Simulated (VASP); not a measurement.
# Be5ZnSe6 (P3m1) in VASP: relaxation of cell and atoms with PBE

Aim: the relaxation of cell and atoms of Be5ZnSe6 with PBE.

Program: VASP 6.6.1. These are calculated values, not measurements. Logs are shortened: lines on timing, memory, paths and dates and some standing lists are left out, and cuts for length are marked.

## 1. The cell of the first run

The structure is trigonal, space group P3m1 (No. 156). The conventional cell has a = 3.724 Å, b = 3.724 Å, c = 18.321 Å, α = 90.00°, β = 90.00°, γ = 120.00°. Within 3.0 Å of Be (site symmetry 3m) lie 4 Se at 2.24 to 2.27 Å. Be (site symmetry 3m) has 4 Se at 2.23 to 2.27 Å within 2.9 Å. Be (site symmetry 3m) has 4 Se at 2.24 to 2.27 Å within 3.0 Å. Within 3.0 Å of Be (site symmetry 3m) lie 4 Se at 2.24 to 2.27 Å. Be (site symmetry 3m) has 4 Se at 2.24 to 2.27 Å within 3.0 Å. Within 3.2 Å of Zn (site symmetry 3m) lie 4 Se at 2.39 to 2.45 Å. Within 3.0 Å of Se (site symmetry 3m) lie 4 Be at 2.24 to 2.27 Å. Se (site symmetry 3m) has 1 Be at 2.23 Å and 3 Zn at 2.39 Å within 2.9 Å.

## 2. Relaxation of cell and atoms, PBE

File INCAR:

```
ALGO = Normal
EDIFF = 1E-6
EDIFFG = -0.01
ENCUT = 600
GGA = PE
IBRION = 2
ISIF = 3
ISMEAR = 0
LASPH = T
LCHARG = F
LREAL = F
LWAVE = F
NELM = 100
NSW = 100
PREC = Accurate
SIGMA = 0.02
```

File KPOINTS:

```
k-points
0
Gamma
  12 12 2
```

File POSCAR:

```
Be5ZnSe6
1.0
    3.7243557303      0.0000000000      0.0000000000
   -1.8621778652      3.2253866752      0.0000000000
    0.0000000000      0.0000000000     18.3214407802
Be Zn Se
5 1 6
Direct
    0.0000000000      0.0000000000      0.0044958439
    0.3333333333      0.6666666667      0.8426601151
    0.0000000000      0.0000000000      0.4908346166
    0.3333333333      0.6666666667      0.3286999341
    0.6666666667      0.3333333333      0.1666138405
    0.6666666667      0.3333333333      0.6641394163
    0.0000000000      0.0000000000      0.8821317309
    0.3333333333      0.6666666667      0.7209547108
    0.6666666667      0.3333333333      0.5303000522
    0.0000000000      0.0000000000      0.3684966814
    0.3333333333      0.6666666667      0.2063798284
    0.6666666667      0.3333333333      0.0442932297
```

Potentials or basis: VASP PAW PBE potentials, release 64 (Be, Zn, Se).

The run is started by

```bash
cat potpaw_PBE.64/Be/POTCAR potpaw_PBE.64/Zn/POTCAR potpaw_PBE.64/Se/POTCAR > POTCAR
mpirun -np 1 vasp_std > vasp.out
```

OUTCAR:

```text
EDIFF = 1E-6
   EDIFFG = -0.01
   ENCUT = 600
   GGA = PE
   IBRION = 2
   ISIF = 3
   ISMEAR = 0
   LASPH = T
   LREAL = F
   NELM = 100
   NSW = 100
   PREC = Accurate

 ion  position               nearest neighbor table
   1  0.000  0.000  0.004-   7 2.24  12 2.27  12 2.27  12 2.27
   2  0.333  0.667  0.843-   8 2.23   7 2.27   7 2.27   7 2.27
   3  0.000  0.000  0.491-  10 2.24   9 2.27   9 2.27   9 2.27
   4  0.333  0.667  0.329-  11 2.24  10 2.27  10 2.27  10 2.27
   5  0.667  0.333  0.167-  12 2.24  11 2.27  11 2.27  11 2.27
   6  0.667  0.333  0.664-   8 2.39   8 2.39   8 2.39   9 2.45
   7  0.000  0.000  0.882-   1 2.24   2 2.27   2 2.27   2 2.27
   8  0.333  0.667  0.721-   2 2.23   6 2.39   6 2.39   6 2.39
   9  0.667  0.333  0.530-   3 2.27   3 2.27   3 2.27   6 2.45
  10  0.000  0.000  0.368-   3 2.24   4 2.27   4 2.27   4 2.27
  11  0.333  0.667  0.206-   4 2.24   5 2.27   5 2.27   5 2.27
  12  0.667  0.333  0.044-   5 2.24   1 2.27   1 2.27   1 2.27

  LATTYP: Found a hexagonal cell.
 ALAT       =     3.7243557303
 C/A-ratio  =     4.9193584359

  Lattice vectors:

 A1 = (   3.7243557303,   0.0000000000,   0.0000000000)
 A2 = (  -1.8621778652,   3.2253866752,   0.0000000000)
 A3 = (   0.0000000000,   0.0000000000,  18.3214407802)

Analysis of symmetry for initial positions (statically):
=====================================================================
 Subroutine PRICEL returns:
 Original cell was already a primitive cell.

 Routine SETGRP: Setting up the symmetry group for a
 hexagonal supercell.

 Subroutine GETGRP returns: Found  6 space group operations
 (whereof  6 operations were pure point group operations)
 out of a pool of 24 trial point group operations.

The static configuration has the point symmetry C_3v.

Analysis of symmetry for dynamics (positions and initial velocities):
=====================================================================
 Subroutine PRICEL returns:
 Original cell was already a primitive cell.

 Routine SETGRP: Setting up the symmetry group for a
 hexagonal supercell.

 Subroutine GETGRP returns: Found  6 space group operations
 (whereof  6 operations were pure point group operations)
 out of a pool of 24 trial point group operations.

The dynamic configuration has the point symmetry C_3v.

 Subroutine INISYM returns: Found  6 space group operations
 (whereof  6 operations are pure point group operations),
 and found     1 'primitive' translations

----------------------------------------------------------------------------------------

                                     Primitive cell

  volume of cell :     220.0861

  direct lattice vectors                    reciprocal lattice vectors
     3.724355730  0.000000000  0.000000000     0.268502816  0.155020173  0.000000000
    -1.862177865  3.225386675  0.000000000     0.000000000  0.310040346  0.000000000
     0.000000000  0.000000000 18.321440780     0.000000000  0.000000000  0.054580860

  length of vectors
     3.724355730  3.724355730 18.321440780     0.310040346  0.310040346  0.054580860

  position of ions in fractional coordinates (direct lattice)
     0.000000000  0.000000000  0.004495844
     0.333333333  0.666666667  0.842660115
     0.000000000  0.000000000  0.490834617
     0.333333333  0.666666667  0.328699934
     0.666666667  0.333333333  0.166613840
     0.666666667  0.333333333  0.664139416
     0.000000000  0.000000000  0.882131731
     0.333333333  0.666666667  0.720954711
     0.666666667  0.333333333  0.530300052
     0.000000000  0.000000000  0.368496681
     0.333333333  0.666666667  0.206379828
     0.666666667  0.333333333  0.044293230

  ion indices of the primitive-cell ions
   primitive index   ion index
                 1           1
                 2           2
                 3           3
                 4           4
                 5           5
                 6           6
                 7           7
                 8           8
                 9           9
                10          10
                11          11
                12          12

----------------------------------------------------------------------------------------

 KPOINTS: k-points

Automatic generation of k-mesh.
 Grid dimensions read from file:
 generate k-points for:   12   12    2

 Generating k-lattice:

  Cartesian coordinates                     Fractional coordinates (reciprocal lattice)
     0.022375235  0.012918348  0.000000000     0.083333333  0.000000000  0.000000000
     0.000000000  0.025836695  0.000000000     0.000000000  0.083333333  0.000000000
     0.000000000  0.000000000  0.027290430     0.000000000  0.000000000  0.500000000

  Length of vectors
     0.025836695  0.025836695  0.027290430

  Shift w.r.t. Gamma in fractional coordinates (k-lattice)
     0.000000000  0.000000000  0.000000000

 Subroutine IBZKPT returns following result:
 ===========================================

 Found     38 irreducible k-points:

 Following reciprocal coordinates:
            Coordinates               Weight
  0.000000  0.000000  0.000000      1.000000
  0.083333  0.000000  0.000000      6.000000
  0.166667  0.000000  0.000000      6.000000
  0.250000  0.000000  0.000000      6.000000
  0.333333  0.000000  0.000000      6.000000
  0.416667  0.000000  0.000000      6.000000
[... 16 lines left out ...]
  0.250000  0.000000  0.500000      6.000000
  0.333333  0.000000  0.500000      6.000000
 [... further k-points ...]
   k-points           NKPTS =     38   k-points in BZ     NKDIM =     38   number of bands    NBANDS=     36
   number of dos      NEDOS =    301   number of ions     NIONS =     12
   total plane-waves  NPLWV = 135000
   dimension x,y,z NGX =    30 NGY =   30 NGZ =  150
   dimension x,y,z NGXF=    60 NGYF=   60 NGZF=  300
   ions per type =               5   1   6
   NGX,Y,Z   is equivalent  to a cutoff of  13.39, 13.39, 13.61 a.u.
   NGXF,Y,Z  is equivalent  to a cutoff of  26.78, 26.78, 27.22 a.u.
 SYSTEM =  unknown system
   PREC   = accura    normal or accurate (medium, high low for compatibility)
   ISTART =      0    job   : 0-new  1-cont  2-samecut
   ICHARG =      2    charge: 1-file 2-atom 10-const
   ISPIN  =      1    spin polarized calculation?
   LNONCOLLINEAR =      F non collinear calculations
   LSORBIT =      F    spin-orbit coupling
   LASPH  =      T    aspherical Exc in radial PAW
   ENCUT  =  600.0 eV  44.10 Ry    6.64 a.u.   7.44  7.44 36.59*2*pi/ulx,y,z
   NELM   =    100;   NELMIN=  2; NELMDL= -5     # of ELM steps
   EDIFF  = 0.1E-05   stopping-criterion for ELM
   LREAL  =      F    real-space projection
   EDIFFG = -.1E-01   stopping-criterion for IOM
   NSW    =    100    number of steps for IOM
   IBRION =      2    ionic relax: 0-MD 1-quasi-New 2-CG
   NFREE  =      1    steps in history (QN), initial steepest desc. (CG)
   ISIF   =      3    stress and relaxation
   ISYM   =      2    0-nonsym 1-usesym 2-fastsym
   POTIM  = 0.5000    time-step for ionic-motion
   TEBEG  =    0.0;   TEEND  =   0.0 temperature during run
   PSTRESS=    0.0 pullay stress
   NELECT =      58.0000    total number of electrons
   NUPDOWN=      -1.0000    fix difference up-down
   EMIN   =  10.00;   EMAX   =-10.00  energy-range for DOS
   EFERMI =   0.00;   METHOD = LEGACY
   ISMEAR =     0;   SIGMA  =   0.02  broadening in eV -4-tet -1-fermi 0-gaus
   EFERMI_NEDOS =   21; number of points for ismear=-14 and -15
   IALGO  =     38    algorithm
   IMIX   =      4    mixing-type and parameters
     AMIX     =   0.40;   BMIX     =  1.00
     AMIX_MAG =   1.60;   BMIX_MAG =  1.00
  volume/ion in A,a.u.               =      18.34       123.77
  Fermi-wavevector in a.u.,A,eV,Ry     =   1.049591  1.983439 14.988731  1.101641
  Thomas-Fermi vector in A             =   2.184560
   LORBIT       =      0    0 simple, 1 ext, 2 COOP (PROOUT), +10 PAW based schemes
   GGA     = PE    functional components
   LHFCALC =     F    Hartree Fock is set to
   AEXX    =    0.0000 exact exchange contribution
   IVDW    =     0    specifies the selected vdW correction
   LEPSILON=     F    determine dielectric tensor
   LRPA    =     F    only Hartree local field effects (RPA)
 conjugate gradient relaxation of ions
 non-spin polarized calculation
 Gauss-broadening in eV      SIGMA  =   0.02
  energy-cutoff  :      600.00
  volume of cell :      220.09
 maximum number of plane-waves:      7391
 NGX is ok and might be reduce to    30
   NGX = 15   NGY = 15   NGZ = 73

--------------------------------------- Ionic step        1  -------------------------------------------

 number of electron      57.9999985 magnetization

 Free energy of the ion-electron system (eV)
  ---------------------------------------------------
  ext. energy  EPLUGINS =         0.00000000
  ---------------------------------------------------
  free energy    TOTEN  =       -50.00367862 eV

  energy without entropy =      -50.00367862  energy(sigma->0) =      -50.00367862

------------------------ aborting loop because EDIFF is reached ----------------------------------------

  FORCE on cell =-STRESS in cart. coord.  units (eV):
  Direction    XX          YY          ZZ          XY          YZ          ZX
  --------------------------------------------------------------------------------------
  -------------------------------------------------------------------------------------
  Total        0.2657104      0.2657104      0.2786825     -0.0000000      0.0000000     -0.0000000
  in kB        1.9343125      1.9343125      2.0287462     -0.0000000      0.0000000     -0.0000000
  external PRESSURE =       1.9657904 kB  Pullay stress =       0.0000000 kB
[... 123 lines left out ...]
  energy  without entropy=      -50.0041158628  energy(sigma->0) =      -50.00411586

--------------------------------------- Ionic step        4  -------------------------------------------

 number of electron      57.9999987 magnetization

 Free energy of the ion-electron system (eV)
  ---------------------------------------------------
  ext. energy  EPLUGINS =         0.00000000
  ---------------------------------------------------
  free energy    TOTEN  =       -50.00413646 eV

  energy without entropy =      -50.00413646  energy(sigma->0) =      -50.00413646

 E-fermi :   3.4120     XC(G=0):  -9.3251

 val. band max:        3.3168401071   @ k =   0.0000   0.0000   0.0000
 cond. band min:       5.4395494855   @ k =   0.5000   0.0000   0.0000
 fundamental gap:      2.1227093785
 Fermi energy:         3.4120134851

 k-point     1 :       0.0000    0.0000    0.0000
  band No.  band energies     occupation
      1     -10.7671      2.00000
      2     -10.5508      2.00000
      3     -10.4579      2.00000
      4      -9.9769      2.00000
      5      -9.8665      2.00000
      6      -9.5376      2.00000
[... 925 lines left out ...]
     35       7.4348      0.00000
     36       7.5789      0.00000

 [... further k-points ...]

------------------------ aborting loop because EDIFF is reached ----------------------------------------

  FORCE on cell =-STRESS in cart. coord.  units (eV):
  Direction    XX          YY          ZZ          XY          YZ          ZX
  --------------------------------------------------------------------------------------
  -------------------------------------------------------------------------------------
  Total       -0.0126289     -0.0126289      0.0098887      0.0000000      0.0000000     -0.0000000
  in kB       -0.0916761     -0.0916761      0.0717846      0.0000000      0.0000000     -0.0000000
  external PRESSURE =      -0.0371892 kB  Pullay stress =       0.0000000 kB
[... 27 lines left out ...]
  FREE ENERGIE OF THE ION-ELECTRON SYSTEM (eV)
  ---------------------------------------------------
  free  energy   TOTEN  =       -50.0041364593 eV

  energy  without entropy=      -50.0041364593  energy(sigma->0) =      -50.00413646

 reached required accuracy - stopping structural energy minimisation
```

Wall time 12 min (1 thread of AMD EPYC 9755, shared host); peak memory 0.57 GiB.

Results:

| Quantity | Value |
| --- | --- |
| Free energy | -50.0041 eV |
| Relaxed volume | 18.39 Å³/atom |
| Relaxed cell | a = 3.728 Å, b = 3.728 Å, c = 18.340 Å, α = 90.00°, β = 90.00°, γ = 120.00° |
| Space group after relaxing (to 0.1 Å) | P3m1 (No. 156) |
| Energy gained by relaxing | 0.0 meV/atom |
| Ionic steps | 4 |
| Pressure after relaxing | 0.0 GPa |
| Largest force after relaxing | 0.005 eV/Å |
| Band gap on the k mesh | 2.12 eV (least direct gap 2.80 eV) |

Forces in eV/Å, atoms in the order of the input:
```
Be   0.000  0.000  0.000
Be   0.000  0.000  0.001
Be   0.000  0.000 -0.005
Be   0.000  0.000 -0.004
Be   0.000  0.000 -0.002
Zn   0.000  0.000  0.004
Se   0.000  0.000  0.003
Se   0.000  0.000  0.005
Se   0.000  0.000 -0.002
Se   0.000  0.000 -0.002
Se   0.000  0.000  0.000
Se   0.000  0.000  0.001
```

Step by step:
```csv
step,energy change (eV),largest force (eV/Å),pressure (GPa),volume (Å³)
1,0.0000,0.0276,0.20,220.09
2,-0.0004,0.0108,-0.03,220.80
3,-0.0004,0.0110,-0.01,220.73
4,-0.0005,0.0054,0.00,220.71
```

Final structure:
```
CELL_PARAMETERS angstrom
3.72772 0.00000 0.00000
-1.86386 3.22830 0.00000
0.00000 0.00000 18.34009
ATOMIC_POSITIONS crystal
Be 0.00000 0.00000 0.00446
Be 0.33333 0.66667 0.84262
Be 0.00000 0.00000 0.49083
Be 0.33333 0.66667 0.32864
Be 0.66667 0.33333 0.16656
Zn 0.66667 0.33333 0.66419
Se 0.00000 0.00000 0.88219
Se 0.33333 0.66667 0.72103
Se 0.66667 0.33333 0.53021
Se 0.00000 0.00000 0.36850
Se 0.33333 0.66667 0.20643
Se 0.66667 0.33333 0.04434
```

Levels at points of the mesh, in eV from the valence-band top:
| k point | band 27 | band 28 | band 29 | band 30 | band 31 | band 32 |
| --- | --- | --- | --- | --- | --- | --- |
| (0.00, 0.00, 0.00) | -0.59 | 0.00 | 0.00 | 2.80 | 3.38 | 3.47 |
| (0.50, 0.00, 0.00) | -1.84 | -1.56 | -1.15 | 2.12 | 2.84 | 2.99 |
| (0.00, 0.00, 0.50) | -0.77 | 0.00 | 0.00 | 3.02 | 3.38 | 3.45 |
| (0.50, 0.00, 0.50) | -1.90 | -1.76 | -1.17 | 2.34 | 2.47 | 3.28 |
